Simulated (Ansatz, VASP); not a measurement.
**GaAs: VASP beside Ansatz**

```
CELL_PARAMETERS angstrom
0.00000 2.81239 2.81239
2.81239 0.00000 2.81239
2.81239 2.81239 0.00000
ATOMIC_POSITIONS crystal
Ga 0.00000 0.00000 0.00000
As 0.25000 0.25000 0.25000
```

Alike in both runs: task relaxation of cell and atoms; functional PBEsol; k mesh 12 × 12 × 12; occupations gaussian, width 0.02 eV; no spin polarisation.

```csv
,VASP,Ansatz
version,VASP 6.6.1,Ansatz 0.2.0
potentials or method,"VASP PAW PBE potentials, release 64 (Ga_d, As), cutoff 500 eV","scalar-relativistic, plane waves, PAW"
valence electrons in the cell,18,28
```

VASP gave:

* gap on the k mesh at the Fermi level, each at its own relaxed structure (eV): 0.42
* relaxed volume (Å³/atom): 22.71
* relaxed cell length with the largest relative difference (Å): 4.005

Task: Which values does Ansatz return?

Result: gap on the k mesh at the Fermi level, each at its own relaxed structure (eV): 0.42; relaxed volume (Å³/atom): 22.65; relaxed cell length with the largest relative difference (Å): 4.002.

VASP's potentials were made for PBE, not for PBEsol. VASP's potentials hold 18 valence electrons a cell and Ansatz's 28, so a difference there can come from the potentials and not from the codes.
